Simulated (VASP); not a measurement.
# AlAu2 (I4/mmm) in VASP: notebook

AlAu2 is run at these levels: LDA; tasks: single point.

All numbers are computed with VASP 6.6.1; they aren't measurements. Logs are shortened: lines on timing, memory, paths and dates and some standing lists are left out, and cuts for length are marked.

## 1. The cell of the first run

It takes space group I4/mmm (No. 139, tetragonal). Conventional cell: a = 3.239 Å, b = 3.239 Å, c = 9.119 Å, α = 90.00°, β = 90.00°, γ = 90.00°. Al (site symmetry 4/mmm) has 10 Au at 2.70 to 3.13 Å and 4 Al at 3.24 Å within 3.6 Å. Au (site symmetry 4mm) has 5 Al at 2.70 to 3.13 Å and 9 Au at 2.85 to 3.24 Å within 3.6 Å.

## 2. Single point, LDA

The input, INCAR:

```
PREC     = Accurate       # precision mode
ENCUT    = 520            # plane-wave cutoff, eV
EDIFF    = 1E-7           # SCF threshold, eV
ISMEAR   = 0              # smearing method
SIGMA    = 0.15           # smearing width, eV
LREAL    = False          # projectors in reciprocal space
LASPH    = True           # aspherical terms in the spheres
NELM     = 100            # most SCF steps
ALGO     = Fast           # electronic algorithm
ISIF     = 2              # what is computed and relaxed
LWAVE    = False          # write WAVECAR
LCHARG   = True           # write CHGCAR
GGA      = CA             # functional
LELF     = True           # ELF
LVHAR    = True         
NBANDS   = 20             # bands
```

The input, KPOINTS:

```
Automatic mesh
0
Gamma
  16 16 16
```

The input, POSCAR:

```
AlAu2
1.0
   -1.6193000000      1.6193000000      4.5596000000
    1.6193000000     -1.6193000000      4.5596000000
    1.6193000000      1.6193000000     -4.5596000000
Al Au
1 2
Direct
    0.0000000000      0.0000000000      0.0000000000
    0.6570428093      0.6570428093      0.0000000000
    0.3429571907      0.3429571907      0.0000000000
```

Potentials or basis: VASP PAW LDA potentials, release 64 (Al, Au).

Launch:

```sh
$ cat potpaw_LDA.64/Al/POTCAR potpaw_LDA.64/Au/POTCAR > POTCAR
$ mpirun -np 1 vasp_std > vasp.out
```

OUTCAR:

```text
PREC = Accurate
   ENCUT = 520
   EDIFF = 1E-7
   ISMEAR = 0
   LREAL = False
   LASPH = True
   NELM = 100
   ISIF = 2
   GGA = CA

 ion  position               nearest neighbor table
   1  0.000  0.000  0.000-   2 2.70   2 2.70   2 2.70   3 2.70   2 2.70   3 2.70   3 2.70   3 2.70
                             2 3.13   3 3.13
   2  0.657  0.657  0.000-   1 2.70   1 2.70   1 2.70   1 2.70   3 2.85   3 2.85   3 2.85   3 2.85
                             3 2.86   1 3.13
   3  0.343  0.343  0.000-   1 2.70   1 2.70   1 2.70   1 2.70   2 2.85   2 2.85   2 2.85   2 2.85
                             2 2.86   1 3.13

  LATTYP: Found a body centered tetragonal cell.
 ALAT       =     3.2386000000
 C/A-ratio  =     2.8157845983

  Lattice vectors:

 A1 = (  -1.6193000000,   1.6193000000,   4.5596000000)
 A2 = (   1.6193000000,  -1.6193000000,   4.5596000000)
 A3 = (   1.6193000000,   1.6193000000,  -4.5596000000)

Analysis of symmetry for initial positions (statically):
=====================================================================
 Subroutine PRICEL returns:
 Original cell was already a primitive cell.

 Routine SETGRP: Setting up the symmetry group for a
 body centered tetragonal supercell.

 Subroutine GETGRP returns: Found 16 space group operations
 (whereof 16 operations were pure point group operations)
 out of a pool of 16 trial point group operations.

The static configuration has the point symmetry D_4h.

Analysis of symmetry for dynamics (positions and initial velocities):
=====================================================================
 Subroutine PRICEL returns:
 Original cell was already a primitive cell.

 Routine SETGRP: Setting up the symmetry group for a
 body centered tetragonal supercell.

 Subroutine GETGRP returns: Found 16 space group operations
 (whereof 16 operations were pure point group operations)
 out of a pool of 16 trial point group operations.

The dynamic configuration has the point symmetry D_4h.

 Subroutine INISYM returns: Found 16 space group operations
 (whereof 16 operations are pure point group operations),
 and found     1 'primitive' translations

----------------------------------------------------------------------------------------

                                     Primitive cell

  volume of cell :      47.8235

  direct lattice vectors                    reciprocal lattice vectors
    -1.619300000  1.619300000  4.559600000     0.000000000  0.308775397  0.109658742
[... 82 lines left out ...]
   ISPIN  =      1    spin polarized calculation?
   LNONCOLLINEAR =      F non collinear calculations
   LSORBIT =      F    spin-orbit coupling
   LASPH  =      T    aspherical Exc in radial PAW
   ENCUT  =  520.0 eV  38.22 Ry    6.18 a.u.   9.49  9.49  9.49*2*pi/ulx,y,z
   NELM   =    100;   NELMIN=  2; NELMDL= -5     # of ELM steps
   EDIFF  = 0.1E-06   stopping-criterion for ELM
   LREAL  =      F    real-space projection
   EDIFFG = 0.1E-05   stopping-criterion for IOM
   NSW    =      0    number of steps for IOM
   IBRION =     -1    ionic relax: 0-MD 1-quasi-New 2-CG
   NFREE  =      0    steps in history (QN), initial steepest desc. (CG)
   ISIF   =      2    stress and relaxation
   ISYM   =      2    0-nonsym 1-usesym 2-fastsym
   POTIM  = 0.5000    time-step for ionic-motion
   TEBEG  =    0.0;   TEEND  =   0.0 temperature during run
   PSTRESS=    0.0 pullay stress
   NELECT =      25.0000    total number of electrons
   NUPDOWN=      -1.0000    fix difference up-down
   EMIN   =  10.00;   EMAX   =-10.00  energy-range for DOS
   EFERMI =   0.00;   METHOD = LEGACY
   ISMEAR =     0;   SIGMA  =   0.15  broadening in eV -4-tet -1-fermi 0-gaus
   EFERMI_NEDOS =   21; number of points for ismear=-14 and -15
   IALGO  =     68    algorithm
   IMIX   =      4    mixing-type and parameters
     AMIX     =   0.40;   BMIX     =  1.00
     AMIX_MAG =   1.60;   BMIX_MAG =  1.00
  volume/ion in A,a.u.               =      15.94       107.58
  Fermi-wavevector in a.u.,A,eV,Ry     =   1.318786  2.492144 23.663211  1.739197
  Thomas-Fermi vector in A             =   2.448731
   LORBIT       =      0    0 simple, 1 ext, 2 COOP (PROOUT), +10 PAW based schemes
   GGA     = CA    functional components
   LHFCALC =     F    Hartree Fock is set to
   AEXX    =    0.0000 exact exchange contribution
   IVDW    =     0    specifies the selected vdW correction
   LEPSILON=     F    determine dielectric tensor
   LRPA    =     F    only Hartree local field effects (RPA)
 non-spin polarized calculation
 RMM-DIIS sequential band-by-band and
 Gauss-broadening in eV      SIGMA  =   0.15
  energy-cutoff  :      520.00
  volume of cell :       47.82
 maximum number of plane-waves:      1308
 NGX is ok and might be reduce to    40
   NGX = 19   NGY = 19   NGZ = 19

 number of electron      25.0000002 magnetization

 Free energy of the ion-electron system (eV)
  ---------------------------------------------------
  ext. energy  EPLUGINS =         0.00000000
  ---------------------------------------------------
  free energy    TOTEN  =       -14.12967698 eV

  energy without entropy =      -14.12240403  energy(sigma->0) =      -14.12604051

 E-fermi :  10.1337     XC(G=0): -12.4211

 val. band max:       10.1284227550   @ k =   0.4375   0.3125   0.0625
 cond. band min:      10.1350752685   @ k =  -0.0625   0.0625   0.0000
 fundamental gap:      0.0066525135
 Fermi energy:        10.1336938940

 k-point     1 :       0.0000    0.0000    0.0000
  band No.  band energies     occupation
      1      -1.2241      2.00000
      2       2.8441      2.00000
      3       3.3792      2.00000
      4       4.4981      2.00000
      5       4.6632      2.00000
      6       4.9725      2.00000
[... 541 lines left out ...]
     19      18.7836      0.00000
     20      21.0928      0.00000

 [... further k-points ...]
[... 5 lines left out ...]
  --------------------------------------------------------------------------------------
  -------------------------------------------------------------------------------------
  Total       -0.0246595     -0.0246595     -1.9111783      0.0000000     -0.0000000      0.0000000
  in kB       -0.8261413     -0.8261413    -64.0280710      0.0000000     -0.0000000      0.0000000
  external PRESSURE =     -21.8934512 kB  Pullay stress =       0.0000000 kB

 VOLUME and BASIS-vectors are now :
 -----------------------------------------------------------------------------
  energy-cutoff  :      520.00
  volume of cell :       47.82
      direct lattice vectors                 reciprocal lattice vectors
    -1.619300000  1.619300000  4.559600000     0.000000000  0.308775397  0.109658742
     1.619300000 -1.619300000  4.559600000     0.308775397  0.000000000  0.109658742
     1.619300000  1.619300000 -4.559600000     0.308775397  0.308775397  0.000000000

 POSITION                                       TOTAL-FORCE (eV/Angst)
 -----------------------------------------------------------------------------------
      0.00000      0.00000      0.00000        -0.000000     -0.000000     -0.000000
      0.00000      0.00000      5.99170         0.000000      0.000000     -0.477345
      0.00000      0.00000      3.12750         0.000000      0.000000      0.477345
 -----------------------------------------------------------------------------------
    total drift:                                0.000000      0.000000     -0.000000

  FREE ENERGIE OF THE ION-ELECTRON SYSTEM (eV)
  ---------------------------------------------------
  free  energy   TOTEN  =       -14.1296769840 eV

  energy  without entropy=      -14.1224040344  energy(sigma->0) =      -14.12604051
```

stdout:

```text
POSCAR found type information on POSCAR AlAu
 POSCAR found :  2 types and       3 ions
 scaLAPACK will be used
 LDA part: xc-table for (Slater(with rela. corr.)+CA(PZ))
 , standard interpolation
 POSCAR, INCAR and KPOINTS ok, starting setup
 FFT: planning ... GRIDC
 FFT: planning ... GRID_SOFT
 FFT: planning ... GRID
 WAVECAR not read
 entering main loop
```

Wall time 5.2 min (1 thread of Intel Xeon 6975P-C (Granite Rapids), shared host); peak memory 0.43 GiB.

Results:

```
Free energy            : -14.1297 eV
Pressure               : -2.2 GPa
Largest force          : 0.477 eV/Å
Band gap on the k mesh : zero (an odd number of electrons rules out a gap without spin polarisation)
```

Forces on the atoms (eV/Å):
```
Al   0.000  0.000  0.000
Au   0.000  0.000 -0.477
Au   0.000  0.000  0.477
```

Stress tensor (GPa, compression positive):
```
-0.08  0.00  0.00
 0.00 -0.08  0.00
 0.00  0.00 -6.40
```

Levels at points of the mesh, in eV from the Fermi level:
```csv
k point,band 9,band 10,band 11,band 12,band 13,band 14,band 15,band 16
"(0.00, 0.00, 0.00)",-4.85,-4.85,-3.68,-1.97,-0.08,6.02,6.02,6.95
"(0.50, 0.00, 0.00)",-4.13,-3.62,-3.28,-3.07,-2.47,1.28,7.08,7.12
"(0.50, 0.50, 0.00)",-3.57,-3.46,-2.93,-1.04,0.56,1.12,1.87,2.41
"(0.50, 0.50, 0.50)",-3.85,-3.69,-3.69,-3.18,3.19,3.19,5.23,6.95
```

Caveat: the stress differs along the axes, from -6 to -0 GPa; spin-orbit coupling is left out, which moves the levels of the heavy elements.

## 3. Single point, LDA

This run uses another cell than the first one, of 16.01 Å³/atom.

The input, INCAR:

```
PREC = Accurate ; ENCUT = 520
EDIFF = 1E-6 ; ISMEAR = 0
SIGMA = 0.15 ; LREAL = F
LASPH = T ; NELM = 100
ALGO = Fast ; ISIF = 2
LWAVE = F ; LCHARG = F
NBANDS = 20
```

The input, KPOINTS:

```
regular mesh
0
Gamma
  16 16 16
```

The input, POSCAR:

```
AlAu2
1.0
   -1.6027500000      1.6027500000      4.6750000000
    1.6027500000     -1.6027500000      4.6750000000
    1.6027500000      1.6027500000     -4.6750000000
Al Au
1 2
Direct
    0.0000000000      0.0000000000      0.0000000000
    0.6570428093      0.6570428093      0.0000000000
    0.3429571907      0.3429571907      0.0000000000
```

Potentials or basis: VASP PAW LDA potentials, release 64 (Al, Au).

Launch:

```sh
$ cat potpaw_LDA.64/Al/POTCAR potpaw_LDA.64/Au/POTCAR > POTCAR
$ mpirun -np 1 vasp_std > vasp.out
```

It took 6 min on 1 thread of Intel Xeon 6975P-C (Granite Rapids), shared host; peak memory 0.43 GiB.

It converged, with:

```
Free energy            : -14.0824 eV
Pressure               : -2.7 GPa
Largest force          : 0.547 eV/Å
Band gap on the k mesh : zero (an odd number of electrons rules out a gap without spin polarisation)
```

Forces in eV/Å, atoms in the order of the input:
```
Al   0.000  0.000  0.000
Au   0.000  0.000 -0.547
Au   0.000  0.000  0.547
```

Stress tensor (GPa, compression positive):
```
-0.76  0.00  0.00
 0.00 -0.76  0.00
 0.00  0.00 -6.67
```

Levels at points of the mesh, in eV from the Fermi level:
```csv
k point,band 11,band 12,band 13,band 14,band 15,band 16
"(0.00, 0.00, 0.00)",-3.68,-2.27,-0.60,6.11,6.11,7.13
"(0.50, 0.00, 0.00)",-3.20,-3.01,-2.51,1.07,6.67,6.73
"(0.50, 0.50, 0.00)",-2.81,-0.83,0.54,1.14,1.81,2.50
"(0.50, 0.50, 0.50)",-3.71,-3.31,3.48,3.48,4.56,6.89
```

Caveat: the stress differs along the axes, from -7 to -1 GPa; spin-orbit coupling is left out, which moves the levels of the heavy elements.

(Continued in part 2 of 2.)
